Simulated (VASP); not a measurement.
# P (P6/mmm) in VASP: further runs, part 2 of 2

VASP 6.6.1.

## (4) Relaxation of cell and atoms, r2SCAN

This run uses another cell than the first one, of 14.43 Å³/atom.

POSCAR

```
P
1.0
    2.5899167420      0.0000000000      0.0000000000
   -1.2949583710      2.2429336923      0.0000000000
    0.0000000000      0.0000000000      2.4832821633
P
1
Direct
    0.0000000000      0.0000000000      0.0000000000
```

INCAR.step1

```
  ALGO = Normal
  EDIFF = 1E-4
  ENCUT = 600
  GGA = PE
  ISMEAR = 0
  LASPH = T
  LCHARG = F
  LREAL = F
  LWAVE = T
  NELM = 60
  PREC = Accurate
  SIGMA = 0.1
```

INCAR.step2

```
  ALGO = Normal
  EDIFF = 1E-6
  EDIFFG = -0.04
  ENCUT = 600
  IBRION = 2
  ISIF = 3
  ISMEAR = 0
  ISTART = 1
  LASPH = T
  LCHARG = F
  LMIXTAU = T
  LREAL = F
  LWAVE = F
  METAGGA = R2SCAN
  NELM = 60
  NSW = 90
  PREC = Accurate
  SIGMA = 0.1
```

KPOINTS

```
k-points
0
Gamma
  9 9 8
```

Potentials or basis: VASP PAW PBE potentials, release 64 (P).

On the command line:

```
$ cat potpaw_PBE.64/P/POTCAR > POTCAR
$ cp INCAR.step1 INCAR
$ mpirun -np 1 vasp_std > vasp.out
$ cp INCAR.step2 INCAR
$ mpirun -np 1 vasp_std > vasp.out
```

OUTCAR:

```text
EDIFF = 1E-6
   EDIFFG = -0.04
   ENCUT = 600
   IBRION = 2
   ISIF = 3
   ISMEAR = 0
   ISTART = 1
   LASPH = T
   LREAL = F
   METAGGA = R2SCAN
   NELM = 60
   NSW = 90
   PREC = Accurate

 ion  position               nearest neighbor table
   1  0.000  0.000  0.000-

  LATTYP: Found a hexagonal cell.
 ALAT       =     2.5899167420
 C/A-ratio  =     0.9588270244

  Lattice vectors:

 A1 = (   2.5899167420,   0.0000000000,   0.0000000000)
 A2 = (  -1.2949583710,   2.2429336923,   0.0000000000)
 A3 = (   0.0000000000,   0.0000000000,   2.4832821633)

Analysis of symmetry for initial positions (statically):
=====================================================================
 Subroutine PRICEL returns:
 Original cell was already a primitive cell.

 Routine SETGRP: Setting up the symmetry group for a
 hexagonal supercell.

[... 490 lines left out ...]
      6      24.3240      0.00000

 [... further k-points ...]

[... ionic steps 4 to 9 ...]

--------------------------------------- Ionic step       10  -------------------------------------------

 number of electron       5.0000000 magnetization

------------------------ aborting loop because EDIFF is reached ----------------------------------------
[... 65 lines left out ...]
--------------------------------------- Ionic step       12  -------------------------------------------

 number of electron       5.0000000 magnetization

 Free energy of the ion-electron system (eV)
  ---------------------------------------------------
  ext. energy  EPLUGINS =         0.00000000
  ---------------------------------------------------
  free energy    TOTEN  =        -8.35854316 eV

  energy without entropy =       -8.35467110  energy(sigma->0) =       -8.35660713

 E-fermi :   9.7462     XC(G=0): -11.9209

 val. band max:        9.7259182165   @ k =   0.3333  -0.0000   0.2500
 cond. band min:       9.7928357100   @ k =   0.2222   0.1111   0.2500
 fundamental gap:      0.0669174935
 Fermi energy:         9.7461831424

 k-point     1 :       0.0000    0.0000    0.0000
  band No.  band energies     occupation
      1      -7.6637      2.00000
      2      15.3238      0.00000
      3      15.3238      0.00000
      4      15.6995      0.00000
      5      16.9157      0.00000
      6      21.4146      0.00000
[... 235 lines left out ...]
  FREE ENERGIE OF THE ION-ELECTRON SYSTEM (eV)
  ---------------------------------------------------
  free  energy   TOTEN  =        -8.3585431619 eV

  energy  without entropy=       -8.3546711042  energy(sigma->0) =       -8.35660713

 reached required accuracy - stopping structural energy minimisation
```

OSZICAR.step1:

```text
N       E                     dE             d eps       ncg     rms          rms(c)
DAV:   1     0.358636889719E+01    0.35864E+01   -0.23184E+03   750   0.694E+02
DAV:   2    -0.476273658211E+01   -0.83491E+01   -0.79691E+01  1038   0.729E+01
DAV:   3    -0.488558487808E+01   -0.12285E+00   -0.12258E+00   876   0.100E+01
DAV:   4    -0.488589914865E+01   -0.31427E-03   -0.31426E-03  1092   0.522E-01
DAV:   5    -0.488589986951E+01   -0.72085E-06   -0.71978E-06   864   0.162E-02    0.477E+00
DAV:   6    -0.488560275268E+01    0.29712E-03   -0.98452E-04   966   0.284E-01    0.281E+00
DAV:   7    -0.488567461684E+01   -0.71864E-04   -0.22213E-03   798   0.434E-01    0.825E-02
DAV:   8    -0.488569146825E+01   -0.16851E-04   -0.65522E-05   504   0.803E-02
   1 F= -.48856915E+01 E0= -.48837998E+01  d E =-.378343E-02
```

Run time: 2.1 min. Hardware: 1 thread of Intel Xeon 8259CL, shared host; peak memory 0.13 GiB.

Results:

- Free energy: -8.3585 eV
- Relaxed volume: 14.78 Å³/atom
- Relaxed cell: a = 2.663 Å, b = 2.663 Å, c = 2.406 Å, α = 90.00°, β = 90.00°, γ = 120.00°
- Space group after relaxing (to 0.1 Å): P6/mmm (No. 191)
- Energy gained by relaxing: 19.1 meV/atom
- Ionic steps: 12
- Pressure after relaxing: 0.2 GPa
- Band gap on the k mesh: zero (an odd number of electrons rules out a gap without spin polarisation)

The path:
| step | energy change (eV) | largest force (eV/Å) | pressure (GPa) | volume (Å³) |
| --- | --- | --- | --- | --- |
| 1 | 0.0000 | 0.0000 | 3.86 | 14.43 |
| 2 | -0.0149 | 0.0000 | -1.76 | 15.16 |
| 3 | -0.0155 | 0.0000 | -0.86 | 15.04 |
| 4 | -0.0155 | 0.0000 | -0.78 | 15.03 |
| 5 | -0.0166 | 0.0000 | -0.23 | 14.90 |
| 6 | -0.0171 | 0.0000 | 2.07 | 14.53 |
| 7 | -0.0177 | 0.0000 | 0.27 | 14.78 |
| 8 | -0.0184 | 0.0000 | 1.11 | 14.66 |
| 9 | -0.0184 | 0.0000 | 1.16 | 14.65 |
| 10 | -0.0185 | 0.0000 | 1.15 | 14.66 |
| 11 | -0.0189 | 0.0000 | 0.61 | 14.72 |
| 12 | -0.0191 | 0.0000 | 0.19 | 14.78 |

Final structure:
```xyz
1
Lattice="2.6635 0.0000 0.0000 -1.3317 2.3066 0.0000 0.0000 0.0000 2.4063" Properties=species:S:1:pos:R:3 pbc="T T T"
P     0.0000    0.0000    0.0000
```

Caveat: the PAW data sets were made with another functional, which shifts forces and pressure a little.

## (5) Single point, r2SCAN

This run uses another cell than the first one, of 14.62 Å³/atom.

POSCAR

```
P
1.0
    2.6314078152      0.0000000000      0.0000000000
   -1.3157039076      2.2788660157      0.0000000000
    0.0000000000      0.0000000000      2.4374330122
P
1
Direct
    0.0000000000      0.0000000000      0.0000000000
```

INCAR.step1

```
SYSTEM = P
PREC = Accurate ; ENCUT = 520
ISMEAR = 0 ; SIGMA = 0.1
LREAL = .False. ; LASPH = .True.
NELM = 100 ; NBANDS = 8
GGA = PE ; ALGO = Normal
EDIFF = 1E-4 ; LWAVE = .True.
LCHARG = .False.
```

INCAR.step2

```
SYSTEM = P
PREC = Accurate ; ENCUT = 520
EDIFF = 1E-7 ; ISMEAR = 0
SIGMA = 0.1 ; LREAL = .False.
LASPH = .True. ; NELM = 100
ALGO = Normal ; ISIF = 2
LWAVE = .False. ; LCHARG = .False.
METAGGA = R2SCAN ; LMIXTAU = .True.
NBANDS = 8 ; ISTART = 1
```

KPOINTS

```
regular mesh
0
Gamma
  24 24 22
  0 0 0
```

Potentials or basis: VASP PAW PBE potentials, release 64 (P).

On the command line:

```
$ cat potpaw_PBE.64/P/POTCAR > POTCAR
$ cp INCAR.step1 INCAR
$ mpirun -np 1 vasp_std > vasp.out
$ cp INCAR.step2 INCAR
$ mpirun -np 1 vasp_std > vasp.out
```

OUTCAR:

```text
SYSTEM = P
   PREC = Accurate
   ENCUT = 520
   EDIFF = 1E-7
   ISMEAR = 0
   LREAL = .False.
   LASPH = .True.
   NELM = 100
   ISIF = 2
   METAGGA = R2SCAN
   ISTART = 1

 ion  position               nearest neighbor table
   1  0.000  0.000  0.000-

  LATTYP: Found a hexagonal cell.
 ALAT       =     2.6314078152
 C/A-ratio  =     0.9262847811

  Lattice vectors:

 A1 = (   2.6314078152,   0.0000000000,   0.0000000000)
 A2 = (  -1.3157039076,   2.2788660157,   0.0000000000)
 A3 = (   0.0000000000,   0.0000000000,   2.4374330122)

Analysis of symmetry for initial positions (statically):
=====================================================================
 Subroutine PRICEL returns:
 Original cell was already a primitive cell.

 Routine SETGRP: Setting up the symmetry group for a
 hexagonal supercell.

 Subroutine GETGRP returns: Found 24 space group operations
 (whereof 24 operations were pure point group operations)
 out of a pool of 24 trial point group operations.

The static configuration has the point symmetry D_6h.

Analysis of symmetry for dynamics (positions and initial velocities):
=====================================================================
 Subroutine PRICEL returns:
 Original cell was already a primitive cell.

 Routine SETGRP: Setting up the symmetry group for a
 hexagonal supercell.

 Subroutine GETGRP returns: Found 24 space group operations
 (whereof 24 operations were pure point group operations)
[... 112 lines left out ...]
   NUPDOWN=      -1.0000    fix difference up-down
   EMIN   =  10.00;   EMAX   =-10.00  energy-range for DOS
   EFERMI =   0.00;   METHOD = LEGACY
   ISMEAR =     0;   SIGMA  =   0.10  broadening in eV -4-tet -1-fermi 0-gaus
   EFERMI_NEDOS =   21; number of points for ismear=-14 and -15
   IALGO  =     38    algorithm
   IMIX   =      4    mixing-type and parameters
     AMIX     =   0.40;   BMIX     =  1.00
     AMIX_MAG =   1.60;   BMIX_MAG =  1.00
  volume/ion in A,a.u.               =      14.62        98.64
  Fermi-wavevector in a.u.,A,eV,Ry     =   1.144946  2.163634 17.835891  1.310901
  Thomas-Fermi vector in A             =   2.281636
   LORBIT       =      0    0 simple, 1 ext, 2 COOP (PROOUT), +10 PAW based schemes
   METAGGA = R2SCAN    functional components
   LHFCALC =     F    Hartree Fock is set to
   AEXX    =    0.0000 exact exchange contribution
   IVDW    =     0    specifies the selected vdW correction
   LEPSILON=     F    determine dielectric tensor
   LRPA    =     F    only Hartree local field effects (RPA)
 non-spin polarized calculation
 Gauss-broadening in eV      SIGMA  =   0.10
  energy-cutoff  :      520.00
  volume of cell :       14.62
 maximum number of plane-waves:       408
 NGX is ok and might be reduce to    20
   NGX =  9   NGY =  9   NGZ =  9

 number of electron       5.0000000 magnetization

 Free energy of the ion-electron system (eV)
  ---------------------------------------------------
  ext. energy  EPLUGINS =         0.00000000
  ---------------------------------------------------
  free energy    TOTEN  =        -8.39289905 eV

  energy without entropy =       -8.39121721  energy(sigma->0) =       -8.39205813

 E-fermi :   9.7684     XC(G=0): -11.9774

 val. band max:        9.7605471524   @ k =   0.2917   0.2083   0.4091
 cond. band min:       9.7762850630   @ k =   0.3750   0.2083   0.4545
 fundamental gap:      0.0157379107
 Fermi energy:         9.7683543916

 k-point     1 :       0.0000    0.0000    0.0000
  band No.  band energies     occupation
      1      -7.6224      2.00000
      2      15.1825      0.00000
      3      16.0065      0.00000
      4      16.0065      0.00000
      5      16.9429      0.00000
      6      21.8394      0.00000
      7      21.8394      0.00000
      8      27.2099      0.00000
[... 243 lines left out ...]
 k-point    24 :       0.4583    0.0417    0.0000
  band No.  band energies     occupation
      1      -1.9953      2.00000
      2       1.1840      2.00000
      3      11.2541      0.00000
      4      16.2525      0.00000
      5      18.7853      0.00000
      6      25.1809      0.00000
      7      25.4575      0.00000
      8      29.7829      0.00000

 [... further k-points ...]

------------------------ aborting loop because EDIFF is reached ----------------------------------------

  FORCE on cell =-STRESS in cart. coord.  units (eV):
  Direction    XX          YY          ZZ          XY          YZ          ZX
  --------------------------------------------------------------------------------------
  -------------------------------------------------------------------------------------
  Total       -0.0129356     -0.0129356     -0.0337805      0.0000000      0.0000000      0.0000000
  in kB       -1.4179440     -1.4179440     -3.7028523      0.0000000      0.0000000      0.0000000
  external PRESSURE =      -2.1795801 kB  Pullay stress =       0.0000000 kB

 VOLUME and BASIS-vectors are now :
 -----------------------------------------------------------------------------
  energy-cutoff  :      520.00
  volume of cell :       14.62
      direct lattice vectors                 reciprocal lattice vectors
     2.631407815  0.000000000  0.000000000     0.380024713  0.219407370  0.000000000
    -1.315703908  2.278866016  0.000000000     0.000000000  0.438814741  0.000000000
     0.000000000  0.000000000  2.437433012     0.000000000  0.000000000  0.410267685

 POSITION                                       TOTAL-FORCE (eV/Angst)
 -----------------------------------------------------------------------------------
      0.00000      0.00000      0.00000         0.000000      0.000000      0.000000
 -----------------------------------------------------------------------------------
    total drift:                                0.000000     -0.000000      0.000000

  FREE ENERGIE OF THE ION-ELECTRON SYSTEM (eV)
  ---------------------------------------------------
  free  energy   TOTEN  =        -8.3928990458 eV

  energy  without entropy=       -8.3912172078  energy(sigma->0) =       -8.39205813
```

OSZICAR.step1:

```text
N       E                     dE             d eps       ncg     rms          rms(c)
DAV:   1     0.698131237590E+00    0.69813E+00   -0.21256E+03 12208   0.450E+02
DAV:   2    -0.487626936170E+01   -0.55744E+01   -0.53294E+01 17400   0.484E+01
DAV:   3    -0.492891593489E+01   -0.52647E-01   -0.52459E-01 13048   0.514E+00
DAV:   4    -0.492898680618E+01   -0.70871E-04   -0.70871E-04 19424   0.208E-01
DAV:   5    -0.492898682635E+01   -0.20174E-07   -0.20046E-07 13224   0.212E-03    0.455E+00
DAV:   6    -0.492852769513E+01    0.45913E-03   -0.14165E-03 14344   0.240E-01    0.267E+00
DAV:   7    -0.492857520534E+01   -0.47510E-04   -0.30917E-03 13672   0.363E-01    0.845E-02
DAV:   8    -0.492858792998E+01   -0.12725E-04   -0.13246E-04 11920   0.803E-02
   1 F= -.49285879E+01 E0= -.49276378E+01  d E =-.190017E-02
```

Wall time 3.1 min (1 thread of Intel Xeon 8259CL, shared host); peak memory 0.18 GiB.

What came out:

```yaml
Free_energy: -8.3929 eV
Pressure: -0.2 GPa
Band_gap_on_the_k_mesh: zero (an odd number of electrons rules out a gap without spin polarisation)
```

Caveat: the PAW data sets were made with another functional, which shifts forces and pressure a little.

## (6) Overview

| task | cell | k mesh | cutoff (eV) | gap on the mesh (eV) | pressure (GPa) | relaxed volume (Å³/atom) |
| --- | --- | --- | --- | --- | --- | --- |
| single point | a = 2.667, b = 2.667, c = 2.411 Å, angles 90.0, 90.0, 120.0°, 1 atom | 9 × 9 × 8 | 520 | none | -0.3 | - |
| relaxation of cell and atoms | relaxed from a = 3.257, b = 3.257, c = 3.044 Å, angles 90.0, 90.0, 120.0°, 1 atom | 6 × 6 × 6 | 600 | none | 0.0 | 14.39 |
| relaxation of cell and atoms | relaxed from a = 2.590, b = 2.590, c = 2.483 Å, angles 90.0, 90.0, 120.0°, 1 atom | 9 × 9 × 8 | 600 | none | 0.2 | 14.78 |
| single point | a = 2.631, b = 2.631, c = 2.437 Å, angles 90.0, 90.0, 120.0°, 1 atom | 24 × 24 × 22 | 520 | none | -0.2 | - |

Alike in all rows: level r2SCAN; potentials or basis VASP PAW PBE potentials, release 64 (P); no spin polarisation; smearing gaussian 0.1 eV.

Caveats: some runs use coarse meshes; the PAW data sets were made with another functional, which shifts forces and pressure a little; the volume moved by over 15 % at a fixed basis, so the end points are rough (at least some runs).

Absolute energies hang on the potentials; compare differences alone.
